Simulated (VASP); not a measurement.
Set up this calculation in VASP 6.6.1, as the native input.

```yaml
Task: single point
Functional: r2SCAN
Potentials_or_basis: VASP PAW PBE potentials, release 64 (Ni)
Cutoff: 520 eV
k_mesh: 6 × 6 × 6
Occupations: gaussian, width 0.1 eV
Spin: collinear spin, ferromagnetic start
Starting_moments: "[2.0, 2.0, 2.0, 2.0] μB"
Dipole_correction: no
Further_INCAR_settings: ALGO = Normal; EDIFF = 1e-07; NBANDS = 32
```

The system is Ni.

```xyz
4
Lattice="1.8738 -3.1757 0.0000 1.8738 3.1757 0.0000 0.0000 0.0000 3.7526" Properties=species:S:1:pos:R:3 pbc="T T T"
Ni    1.8738    2.2071    0.2946
Ni    1.8738   -0.9686    1.5817
Ni    1.8738   -2.2071    3.4580
Ni    1.8738    0.9686    2.1709
```

One way to write it, as run:

POSCAR

```
Ni
1.0
    1.8737968294     -3.1757381341      0.0000000000
    1.8737968294      3.1757381341      0.0000000000
    0.0000000000      0.0000000000      3.7525785973
Ni
4
Direct
    0.1525000000      0.8475000000      0.0785000000
    0.6525000000      0.3475000000      0.4215000000
    0.8475000000      0.1525000000      0.9215000000
    0.3475000000      0.6525000000      0.5785000000
```

INCAR.step1

```
PREC     = Accurate       # precision mode
ENCUT    = 520            # plane-wave cutoff, eV
ISMEAR   = 0              # smearing method
SIGMA    = 0.1            # smearing width, eV
LREAL    = F              # projectors in reciprocal space
LASPH    = T              # aspherical terms in the spheres
NELM     = 150            # most SCF steps
ISPIN    = 2              # spin polarisation
MAGMOM   = 2 2 2 2        # initial moments
LMAXMIX  = 4              # l up to which the mixer works
NBANDS   = 32             # bands
GGA      = PE             # functional
ALGO     = Normal         # electronic algorithm
EDIFF    = 1E-4           # SCF threshold, eV
LWAVE    = T              # write WAVECAR
LCHARG   = F              # write CHGCAR
```

INCAR.step2

```
PREC     = Accurate       # precision mode
ENCUT    = 520            # plane-wave cutoff, eV
EDIFF    = 1E-7           # SCF threshold, eV
ISMEAR   = 0              # smearing method
SIGMA    = 0.1            # smearing width, eV
LREAL    = F              # projectors in reciprocal space
LASPH    = T              # aspherical terms in the spheres
NELM     = 150            # most SCF steps
ALGO     = Normal         # electronic algorithm
ISIF     = 2              # what is computed and relaxed
LWAVE    = F              # write WAVECAR
LCHARG   = F              # write CHGCAR
ISPIN    = 2              # spin polarisation
MAGMOM   = 2 2 2 2        # initial moments
LORBIT   = 11             # projections on sites
LMAXMIX  = 4              # l up to which the mixer works
METAGGA  = R2SCAN         # meta-GGA
LMIXTAU  = T            
NBANDS   = 32             # bands
ISTART   = 1
```

KPOINTS

```
Automatic mesh
0
Gamma
  6 6 6
```

Potentials or basis: VASP PAW PBE potentials, release 64 (Ni).

Launch:

```sh
$ cat potpaw_PBE.64/Ni/POTCAR > POTCAR
$ cp INCAR.step1 INCAR
$ mpirun -np 1 vasp_std > vasp.out
$ cp INCAR.step2 INCAR
$ mpirun -np 1 vasp_std > vasp.out
```

Results of the run:

* Pressure: 28.1 GPa
* Largest force: 0.924 eV/Å
* Net moment: 3.08 μB per cell
* Site moments: Ni +0.76 μB
* Valence electrons inside the program's atomic spheres: Ni 9.60

Caveat: the PAW data sets were made with another functional, which shifts forces and pressure a little.

Wall time 7.4 min on 1 thread of Intel(R) Xeon(R) Platinum 8488C (Sapphire Rapids), on a shared host, peak memory 0.24 GiB.
